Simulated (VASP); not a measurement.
Set up this calculation in VASP 6.6.1, as the native input.

* Task: single point
* Functional: PBE
* Potentials or basis: VASP PAW PBE potentials, release 64 (Ir, F)
* Cutoff: 520 eV
* k mesh: 10 × 10 × 1
* Occupations: gaussian, width 0.1 eV
* Spin: no spin polarisation
* Dipole correction: yes
* Further INCAR settings: ALGO = Normal; EDIFF = 1e-06; NBANDS = 25

The structure of Ir3F lies in POSCAR:

```
Ir3F
1.0
    2.7367600872      0.0000000000      0.0000000000
    0.0000000000      2.7367600872      0.0000000000
    0.0000000000      0.0000000000     19.1883373424
Ir F
3 1
Direct
    0.5000000000      0.5000000000      0.2084599582
    0.0000000000      0.0000000000      0.3045662607
    0.5000000000      0.5000000000      0.4006776202
    0.8333333333      0.8333333333      0.4835267927
```

These files were run (other wordings do the same):

INCAR

```
PREC = Accurate
ENCUT = 520
EDIFF = 1E-6
ISMEAR = 0
SIGMA = 0.1
LREAL = False
LASPH = True
NELM = 100
ALGO = Normal
ISIF = 2
LWAVE = False
LCHARG = False
LDIPOL = True
IDIPOL = 3
DIPOL = 0.5 0.5 0.349
GGA = PE
NBANDS = 25
```

KPOINTS

```
regular mesh
0
Gamma
  10 10 1
```

Potentials or basis: VASP PAW PBE potentials, release 64 (Ir, F).

Run with:

```bash
$ cat potpaw_PBE.64/Ir/POTCAR potpaw_PBE.64/F/POTCAR > POTCAR
$ mpirun -np 1 vasp_std > vasp.out
```

Results of the run:

```
Largest force          : 0.520 eV/Å
Band gap on the k mesh : zero (band 17 reaches -0.10 eV, above the bottom of band 18 at -1.81 eV)
```

Caveat: spin-orbit coupling is left out, which moves the levels of the heavy elements.

Wall time 2.3 min on 1 thread of Intel(R) Xeon(R) Platinum 8488C (Sapphire Rapids), on a shared host, peak memory 0.27 GiB.
